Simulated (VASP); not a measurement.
**B2P: relaxation of cell and atoms with PBE**

B2P:

```
B P
1.0
     0.01025    0.01886    3.09446
     3.97609    0.01201    0.01320
     0.01490    4.92883    0.03010
B P
4 2
Direct
  0.98989 0.17100 0.40416
  0.01665 0.84295 0.60328
  0.50210 0.65135 0.09529
  0.51994 0.32118 0.92409
  0.97508 0.01501 0.99101
  0.49635 0.49851 0.48218
```

- Program: VASP 6.6.1
- Task: relaxation of cell and atoms
- Functional: PBE
- Potentials or basis: VASP PAW PBE potentials, release 64 (B, P)
- Cutoff: 600 eV
- k mesh: 8 × 6 × 6
- Occupations: gaussian, width 0.1 eV
- Spin: no spin polarisation
- Dipole correction: no
- Further INCAR settings: ALGO = Normal; EDIFF = 1e-06; IBRION = 2; EDIFFG = -0.015; NSW = 100; ISIF = 3

```json
{
 "Relaxed volume": "9.86 Å³/atom",
 "Relaxed cell": "a = 3.166 Å, b = 4.085 Å, c = 4.827 Å, α = 75.07°, β = 83.85°, γ = 97.43°",
 "Space group after relaxing (to 0.05 Å)": "P1 (No. 1)",
 "Energy gained by relaxing": "741.1 meV/atom",
 "Ionic steps": "93",
 "Pressure after relaxing": "0.0 GPa",
 "Largest force after relaxing": "0.012 eV/Å",
 "Band gap on the k mesh": "zero (band 11 reaches 7.66 eV, above the bottom of band 12 at 7.50 eV)"
}
```

Forces in eV/Å, atoms in the order of the input:
```
B    0.009  0.003  0.004
B   -0.008  0.002  0.001
B   -0.002 -0.011 -0.001
B   -0.002  0.002 -0.003
P    0.001  0.001  0.005
P    0.002  0.003 -0.006
```

The path:
| step | energy change (eV) | largest force (eV/Å) | pressure (GPa) | volume (Å³) |
| --- | --- | --- | --- | --- |
| 1 | 0.0000 | 2.1617 | 5.60 | 60.64 |
| 4 | -0.2742 | 0.3141 | -0.51 | 61.44 |
| 7 | -0.3004 | 0.2241 | -0.33 | 61.08 |
| 10 | -0.3102 | 0.1078 | 0.02 | 60.85 |
| 13 | -0.3128 | 0.0785 | -0.04 | 60.81 |
| 16 | -0.3159 | 0.0926 | -0.03 | 60.73 |
| 19 | -0.3270 | 0.1900 | -0.28 | 60.67 |
| 22 | -0.3409 | 0.7206 | -0.85 | 60.66 |
| 25 | -0.3433 | 0.7835 | -0.99 | 60.65 |
| 28 | -0.3450 | 0.7984 | -1.05 | 60.64 |
| 31 | -0.3674 | 0.4792 | -0.95 | 60.47 |
| 34 | -0.3840 | 0.4301 | -0.50 | 60.14 |
| 37 | -0.4161 | 0.4312 | 1.26 | 59.41 |
| 40 | -0.6087 | 1.2438 | -1.37 | 59.83 |
| 43 | -0.8266 | 2.6976 | -2.38 | 60.38 |
| 46 | -0.8425 | 3.0076 | -2.14 | 60.47 |
| 49 | -0.8526 | 3.7759 | -0.58 | 60.71 |
| 52 | -0.9634 | 3.3026 | -1.57 | 60.58 |
| 55 | -1.6345 | 2.0458 | -0.46 | 60.27 |
| 58 | -2.0419 | 2.0087 | 2.44 | 60.27 |
| 61 | -2.8038 | 1.8422 | 0.56 | 62.17 |
| 64 | -3.1896 | 2.0702 | -2.06 | 62.64 |
| 67 | -3.6382 | 1.3808 | 2.50 | 60.65 |
| 70 | -3.8731 | 0.8170 | -0.06 | 61.38 |
| 73 | -4.1451 | 1.2758 | 0.71 | 59.60 |
| 76 | -4.2799 | 0.8422 | 2.32 | 58.71 |
| 79 | -4.4014 | 0.3474 | -0.55 | 59.74 |
| 82 | -4.4265 | 0.2115 | 0.15 | 59.32 |
| 85 | -4.4433 | 0.1383 | -0.05 | 59.22 |
| 88 | -4.4457 | 0.0683 | 0.10 | 59.15 |
| 91 | -4.4464 | 0.0198 | -0.03 | 59.18 |
| 93 | -4.4464 | 0.0116 | 0.01 | 59.17 |

Final structure:
```
B P
1.0
    -0.21611    0.20288    3.15170
     4.04635    0.48420   -0.28410
     0.70341    4.76867    0.26075
B P
4 2
Cartesian
  1.2948 1.4951 0.3056
  4.0324 3.0870 -0.1029
  1.9964 1.3458 2.0201
  1.6107 4.7286 1.4839
  4.3758 5.1215 2.6785
  2.7738 3.1144 1.4123
```

Levels at points of the mesh, in eV from the Fermi level:
| k point | band 9 | band 10 | band 11 | band 12 | band 13 | band 14 |
| --- | --- | --- | --- | --- | --- | --- |
| (0.00, 0.00, 0.00) | -2.75 | -0.92 | -0.47 | 2.53 | 3.22 | 3.73 |
| (0.50, 0.00, 0.00) | -3.94 | -3.54 | -2.56 | -0.17 | 1.09 | 1.33 |
| (0.00, 0.50, 0.00) | -1.97 | -0.71 | -0.47 | 2.24 | 2.80 | 4.12 |
| (0.50, 0.50, 0.00) | -4.17 | -3.30 | -2.47 | 3.12 | 3.88 | 4.15 |
| (0.00, 0.00, 0.50) | -2.34 | -1.71 | -0.86 | 0.79 | 1.72 | 2.27 |
| (0.50, 0.00, 0.50) | -3.61 | -2.41 | -1.91 | 0.71 | 1.86 | 2.51 |
| (0.00, 0.50, 0.50) | -2.28 | -1.28 | -0.93 | 2.22 | 2.96 | 3.10 |
| (0.50, 0.50, 0.50) | -2.58 | -1.65 | -0.67 | 0.37 | 2.56 | 5.11 |

It took 48 min on 1 thread of AMD EPYC 9R45 96-Core Processor (Zen 5) (shared host), peak memory 0.25 GiB.
